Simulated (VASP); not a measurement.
BeS, 4 atoms in the cell. The structure is hexagonal, space group P6_3/mmc (No. 194). The conventional cell has a = 3.300 Å, b = 3.300 Å, c = 5.255 Å, α = 90.00°, β = 90.00°, γ = 120.00°. Be (site symmetry -3m) has 6 S at 2.31 Å and 2 Be at 2.63 Å within 3.1 Å. S (site symmetry -6m2) has 6 Be at 2.31 Å within 3.1 Å. 

| Item | Value |
| --- | --- |
| Program | VASP 6.6.1 |
| Task | single point |
| Functional | PBE |
| Potentials or basis | VASP PAW PBE potentials, release 64 (Be, S) |
| Cutoff | 520 eV |
| k mesh | 6 × 6 × 4 |
| Occupations | gaussian, width 0.01 eV |
| Spin | no spin polarisation |
| Dipole correction | no |
| Further INCAR settings | ALGO = Normal; EDIFF = 1e-06; NBANDS = 16 |

Potentials or basis: VASP PAW PBE potentials, release 64 (Be, S).

Launch:

```bash
$ cat potpaw_PBE.64/Be/POTCAR potpaw_PBE.64/S/POTCAR > POTCAR
$ mpirun -np 1 vasp_std > vasp.out
```

Hardware: 1 thread of AMD EPYC 7R43 64-Core Processor (Zen 3), on a shared host.

Estimate the wall time of this run.

Run time: 19 s on 1 thread of AMD EPYC 7R43 64-Core Processor (Zen 3), on a shared host, peak memory 0.14 GiB. Counts: scf iterations 12, k points 21.
